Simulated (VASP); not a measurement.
# WSe4 (P-43m) in VASP: a series of runs, part 2 of 2

VASP 6.6.1. The steps go on from the part before.

## 4. Single point, PBE

This run uses another cell than the first one, of 32.56 Å³/atom, 1.144 times its volume.

Contents of INCAR:

```
SYSTEM = WSe4
PREC = Accurate ; ENCUT = 520
EDIFF = 1E-6 ; ISMEAR = 0
SIGMA = 0.1 ; LREAL = .FALSE.
LASPH = .TRUE. ; NELM = 60
ALGO = Normal ; ISIF = 2
LWAVE = .FALSE. ; LCHARG = .FALSE.
GGA = PE ; NBANDS = 27
```

Contents of KPOINTS:

```
regular mesh
0
G
  8 8 8
  0 0 0
```

Contents of POSCAR:

```
WSe4
1.0
    5.4601999309      0.0000000000      0.0000000000
    0.0000000000      5.4601999309      0.0000000000
    0.0000000000      0.0000000000      5.4601999309
W Se
1 4
Direct
    0.0000000000      0.0000000000      0.0000000000
    0.2451384946      0.2451384946      0.2451384946
    0.7548615054      0.7548615054      0.2451384946
    0.2451384946      0.7548615054      0.7548615054
    0.7548615054      0.2451384946      0.7548615054
```

Potentials or basis: VASP PAW PBE potentials, release 64 (W_sv, Se).

Started as:

```
> cat potpaw_PBE.64/W_sv/POTCAR potpaw_PBE.64/Se/POTCAR > POTCAR
> mpirun -np 1 vasp_std > vasp.out
```

OUTCAR:

```text
SYSTEM = WSe4
   PREC = Accurate
   ENCUT = 520
   EDIFF = 1E-6
   ISMEAR = 0
   LREAL = .FALSE.
   LASPH = .TRUE.
   NELM = 60
   ISIF = 2
   GGA = PE

 ion  position               nearest neighbor table
   1  0.000  0.000  0.000-   2 2.32   3 2.32   4 2.32   5 2.32
   2  0.245  0.245  0.245-   1 2.32
   3  0.755  0.755  0.245-   1 2.32
   4  0.245  0.755  0.755-   1 2.32
   5  0.755  0.245  0.755-   1 2.32

  LATTYP: Found a simple cubic cell.
 ALAT       =     5.4601999309

[... 913 lines left out ...]

 [... further k-points ...]
[... 5 lines left out ...]
  --------------------------------------------------------------------------------------
  -------------------------------------------------------------------------------------
  Total        0.1062451      0.1062451      0.1062451      0.0000000      0.0000000     -0.0000000
  in kB        1.0456685      1.0456685      1.0456685      0.0000000      0.0000000     -0.0000000
  external PRESSURE =       1.0456685 kB  Pullay stress =       0.0000000 kB

 VOLUME and BASIS-vectors are now :
 -----------------------------------------------------------------------------
  energy-cutoff  :      520.00
  volume of cell :      162.79
      direct lattice vectors                 reciprocal lattice vectors
     5.460199931  0.000000000  0.000000000     0.183143477  0.000000000  0.000000000
     0.000000000  5.460199931  0.000000000     0.000000000  0.183143477  0.000000000
     0.000000000  0.000000000  5.460199931     0.000000000  0.000000000  0.183143477

 POSITION                                       TOTAL-FORCE (eV/Angst)
 -----------------------------------------------------------------------------------
      0.00000      0.00000      0.00000         0.000000     -0.000000      0.000000
      1.33851      1.33851      1.33851         0.028264      0.028264      0.028264
      4.12169      4.12169      1.33851        -0.028264     -0.028264      0.028264
      1.33851      4.12169      4.12169         0.028264     -0.028264     -0.028264
      4.12169      1.33851      4.12169        -0.028264      0.028264     -0.028264
 -----------------------------------------------------------------------------------
    total drift:                               -0.000000     -0.000000      0.000000

  FREE ENERGIE OF THE ION-ELECTRON SYSTEM (eV)
  ---------------------------------------------------
  free  energy   TOTEN  =       -26.2085265273 eV

  energy  without entropy=      -26.1707109348  energy(sigma->0) =      -26.18961873
```

OSZICAR:

```text
N       E                     dE             d eps       ncg     rms          rms(c)
DAV:   1     0.245028922084E+03    0.24503E+03   -0.16747E+04  2146   0.124E+03
DAV:   2    -0.917712205774E+01   -0.25421E+03   -0.24725E+03  2334   0.271E+02
DAV:   3    -0.272720122988E+02   -0.18095E+02   -0.17800E+02  2242   0.690E+01
DAV:   4    -0.275659291268E+02   -0.29392E+00   -0.29293E+00  2185   0.971E+00
DAV:   5    -0.275690685062E+02   -0.31394E-02   -0.31387E-02  2273   0.115E+00    0.221E+01
DAV:   6    -0.267535850277E+02    0.81548E+00   -0.66558E+00  2011   0.159E+01    0.706E+00
DAV:   7    -0.263738510583E+02    0.37973E+00   -0.23085E+00  1973   0.103E+01    0.614E+00
DAV:   8    -0.262085051608E+02    0.16535E+00   -0.39010E-01  2075   0.415E+00    0.151E+00
DAV:   9    -0.262093562081E+02   -0.85105E-03   -0.60663E-02  2101   0.127E+00    0.642E-01
DAV:  10    -0.262089313735E+02    0.42483E-03   -0.12908E-02  2052   0.809E-01    0.366E-01
DAV:  11    -0.262085321313E+02    0.39924E-03   -0.15456E-03  2112   0.295E-01    0.383E-02
DAV:  12    -0.262085171435E+02    0.14988E-04   -0.10616E-04  2168   0.529E-02    0.151E-02
DAV:  13    -0.262085259038E+02   -0.87603E-05   -0.23950E-05  2162   0.250E-02    0.722E-03
DAV:  14    -0.262085265273E+02   -0.62350E-06   -0.24407E-06  1803   0.102E-02
   1 F= -.26208527E+02 E0= -.26189619E+02  d E =-.378156E-01
```

stdout:

```text
POSCAR found type information on POSCAR W Se
 POSCAR found :  2 types and       5 ions
 scaLAPACK will be used
 LDA part: xc-table for (Slater+PW92), standard interpolation
 POSCAR, INCAR and KPOINTS ok, starting setup
 FFT: planning ... GRIDC
 FFT: planning ... GRID_SOFT
 FFT: planning ... GRID
 WAVECAR not read
 entering main loop
```

Run time: 1.8 min. Hardware: 1 thread of Intel Xeon Platinum 8259CL at 2.50GHz (Skylake/Cascade Lake), shared host; peak memory 0.33 GiB.

Results:

| Item | Value |
| --- | --- |
| Free energy | -26.2085 eV |
| Pressure | 0.1 GPa |
| Largest force | 0.049 eV/Å |
| Band gap on the k mesh | zero (band 19 reaches 1.24 eV, above the bottom of band 20 at 0.47 eV) |

Forces on the atoms (eV/Å):
```
W    0.000  0.000  0.000
Se   0.028  0.028  0.028
Se  -0.028 -0.028  0.028
Se   0.028 -0.028 -0.028
Se  -0.028  0.028 -0.028
```

Levels at points of the mesh, in eV from the Fermi level:
```
           k point  band 15  band 16  band 17  band 18  band 19  band 20  band 21  band 22  band 23  band 24
(0.00, 0.00, 0.00)    -0.41    -0.41    -0.41    -0.36    -0.36    -0.36     1.70     1.70     3.39     3.39
(0.50, 0.00, 0.00)    -1.61    -1.40    -0.86    -0.86     0.05     0.05     1.80     2.38     3.11     3.23
(0.50, 0.50, 0.00)    -1.70    -1.49    -1.49    -0.51    -0.51     0.46     2.22     2.62     2.95     3.60
(0.50, 0.50, 0.50)    -2.12    -1.65    -1.65     0.41     0.41     0.41     2.87     2.87     3.79     3.79
```

Caveat: spin-orbit coupling is left out, which moves the levels of the heavy elements.

## 5. Relaxation of cell and atoms, PBE

Contents of INCAR:

```
SYSTEM = WSe4
  PREC = Accurate
  ENCUT = 600
  EDIFF = 1E-7
  ISMEAR = 0
  SIGMA = 0.1
  LREAL = .False.
  LASPH = .True.
  NELM = 100
  ALGO = Normal
  ISIF = 3
  LWAVE = .False.
  LCHARG = .False.
  GGA = PE
  IBRION = 2
  NSW = 90
  EDIFFG = -0.04
```

Contents of KPOINTS:

```
regular mesh
0
Gamma
  4 4 4
  0 0 0
```

Contents of POSCAR:

```
WSe4
1.0
    5.2206496800      0.0000000000      0.0000000000
    0.0000000000      5.2206496800      0.0000000000
    0.0000000000      0.0000000000      5.2206496800
W Se
1 4
Direct
    0.0000000000      0.0000000000      0.0000000000
    0.2500000000      0.2500000000      0.2500000000
    0.7500000000      0.7500000000      0.2500000000
    0.2500000000      0.7500000000      0.7500000000
    0.7500000000      0.2500000000      0.7500000000
```

Potentials or basis: VASP PAW PBE potentials, release 64 (W_sv, Se).

Started as:

```
> cat potpaw_PBE.64/W_sv/POTCAR potpaw_PBE.64/Se/POTCAR > POTCAR
> mpirun -np 1 vasp_std > vasp.out
```

OUTCAR:

```text
SYSTEM = WSe4
   PREC = Accurate
   ENCUT = 600
   EDIFF = 1E-7
   ISMEAR = 0
   LREAL = .False.
   LASPH = .True.
   NELM = 100
   ISIF = 3
   GGA = PE
   IBRION = 2
   NSW = 90
   EDIFFG = -0.04

 ion  position               nearest neighbor table
   1  0.000  0.000  0.000-   2 2.26   3 2.26   4 2.26   5 2.26
   2  0.250  0.250  0.250-   1 2.26
   3  0.750  0.750  0.250-   1 2.26
   4  0.250  0.750  0.750-   1 2.26
   5  0.750  0.250  0.750-   1 2.26

  LATTYP: Found a simple cubic cell.
 ALAT       =     5.2206496800

  Lattice vectors:

 A1 = (   5.2206496800,   0.0000000000,   0.0000000000)
 A2 = (   0.0000000000,   5.2206496800,   0.0000000000)
 A3 = (   0.0000000000,   0.0000000000,   5.2206496800)

Analysis of symmetry for initial positions (statically):
=====================================================================
 Subroutine PRICEL returns:
 Original cell was already a primitive cell.

 Routine SETGRP: Setting up the symmetry group for a
 simple cubic supercell.

 Subroutine GETGRP returns: Found 24 space group operations
 (whereof 24 operations were pure point group operations)
 out of a pool of 48 trial point group operations.
[... 142 lines left out ...]
 maximum number of plane-waves:      4780
 NGX is ok and might be reduce to    42
   NGX = 21   NGY = 21   NGZ = 21

--------------------------------------- Ionic step        1  -------------------------------------------

 number of electron      37.9999997 magnetization

 Free energy of the ion-electron system (eV)
  ---------------------------------------------------
  ext. energy  EPLUGINS =         0.00000000
  ---------------------------------------------------
  free energy    TOTEN  =       -25.93995703 eV

  energy without entropy =      -25.89423060  energy(sigma->0) =      -25.91709381

------------------------ aborting loop because EDIFF is reached ----------------------------------------

  FORCE on cell =-STRESS in cart. coord.  units (eV):
  Direction    XX          YY          ZZ          XY          YZ          ZX
  --------------------------------------------------------------------------------------
  -------------------------------------------------------------------------------------
  Total        5.4382460      5.4382460      5.4382460     -0.0000000     -0.0000000     -0.0000000
  in kB       61.2344431     61.2344431     61.2344431     -0.0000000     -0.0000000     -0.0000000
  external PRESSURE =      61.2344431 kB  Pullay stress =       0.0000000 kB
[... 260 lines left out ...]
--------------------------------------- Ionic step        8  -------------------------------------------

 number of electron      37.9999998 magnetization

 Free energy of the ion-electron system (eV)
  ---------------------------------------------------
  ext. energy  EPLUGINS =         0.00000000
  ---------------------------------------------------
  free energy    TOTEN  =       -26.18090164 eV

  energy without entropy =      -26.13236532  energy(sigma->0) =      -26.15663348

 E-fermi :   0.8686     XC(G=0):  -8.3387

 val. band max:        0.8319452398   @ k =   0.2500   0.2500   0.2500
 cond. band min:       0.8710687476   @ k =   0.5000   0.5000   0.2500
 fundamental gap:      0.0391235078
 Fermi energy:         0.8685678393

 k-point     1 :       0.0000    0.0000    0.0000
  band No.  band energies     occupation
      1     -72.9343      2.00000
      2     -37.1903      2.00000
      3     -37.1903      2.00000
      4     -37.1903      2.00000
      5     -11.7030      2.00000
      6     -10.6005      2.00000
[... 281 lines left out ...]
  FREE ENERGIE OF THE ION-ELECTRON SYSTEM (eV)
  ---------------------------------------------------
  free  energy   TOTEN  =       -26.1809016412 eV

  energy  without entropy=      -26.1323653213  energy(sigma->0) =      -26.15663348

 reached required accuracy - stopping structural energy minimisation
```

It took 3.8 min on 1 thread of Intel Xeon Platinum 8259CL at 2.50GHz (Skylake/Cascade Lake), shared host; peak memory 0.29 GiB.

What came out:

```yaml
Free_energy: -26.1809 eV
Relaxed_volume: 32.42 Å³/atom
Relaxed_cell: a = 5.452 Å, b = 5.452 Å, c = 5.452 Å, α = 90.00°, β = 90.00°, γ = 90.00°
Space_group_after_relaxing_to_0.05_Å: P-43m (No. 215)
Energy_gained_by_relaxing: 48.2 meV/atom
Ionic_steps: 8
Pressure_after_relaxing: 0.1 GPa
Band_gap_on_the_k_mesh: zero (band 19 reaches 1.28 eV, above the bottom of band 20 at 0.51 eV)
```

The path:
```csv
step,energy change (eV),largest force (eV/Å),pressure (GPa),volume (Å³)
1,0.0000,1.3873,6.12,142.29
2,0.3637,2.1116,-6.66,165.88
3,-0.2048,0.2215,0.09,150.37
4,-0.2051,0.1732,0.28,150.07
5,-0.2051,0.1469,0.38,149.91
6,-0.2114,0.1348,0.33,151.10
7,-0.2265,0.0948,0.21,154.70
8,-0.2409,0.0001,0.11,162.08
```

Final structure:
```
CELL_PARAMETERS angstrom
5.45228 0.00000 0.00000
0.00000 5.45228 0.00000
0.00000 0.00000 5.45228
ATOMIC_POSITIONS crystal
W 0.00000 0.00000 0.00000
Se 0.24566 0.24566 0.24566
Se 0.75434 0.75434 0.24566
Se 0.24566 0.75434 0.75434
Se 0.75434 0.24566 0.75434
```

Levels at points of the mesh, in eV from the Fermi level:
| k point | band 17 | band 18 | band 19 | band 20 | band 21 | band 22 |
| --- | --- | --- | --- | --- | --- | --- |
| (0.00, 0.00, 0.00) | -0.41 | -0.35 | -0.35 | -0.35 | 1.68 | 1.68 |
| (0.50, 0.00, 0.00) | -0.86 | -0.86 | 0.05 | 0.05 | 1.79 | 2.37 |
| (0.50, 0.50, 0.00) | -1.50 | -0.52 | -0.52 | 0.46 | 2.21 | 2.60 |
| (0.50, 0.50, 0.50) | -1.64 | 0.41 | 0.41 | 0.41 | 2.86 | 2.86 |

Caveat: spin-orbit coupling is left out, which moves the levels of the heavy elements.

## 6. The runs side by side

| task | cell | k mesh | cutoff (eV) | gap on the mesh (eV) | pressure (GPa) |
| --- | --- | --- | --- | --- | --- |
| single point | a = 5.221 Å, 5 atoms | 4 × 4 × 4 | 520 | none | 6.1 |
| single point | a = 5.480 Å, 5 atoms | 4 × 4 × 4 | 520 | none | 0.0 |
| single point | a = 5.460 Å, 5 atoms | 8 × 8 × 8 | 520 | none | 0.1 |
| relaxation of cell and atoms | relaxed from a = 5.221 Å, 5 atoms | 4 × 4 × 4 | 600 | none | 0.1 |

Alike in all rows: level PBE; potentials or basis VASP PAW PBE potentials, release 64 (W_sv, Se); no spin polarisation; smearing gaussian 0.1 eV.

Caveats: spin-orbit coupling is left out, which moves the levels of the heavy elements.

Total energies depend on the potentials used, so only differences within one code and one set of settings carry meaning.
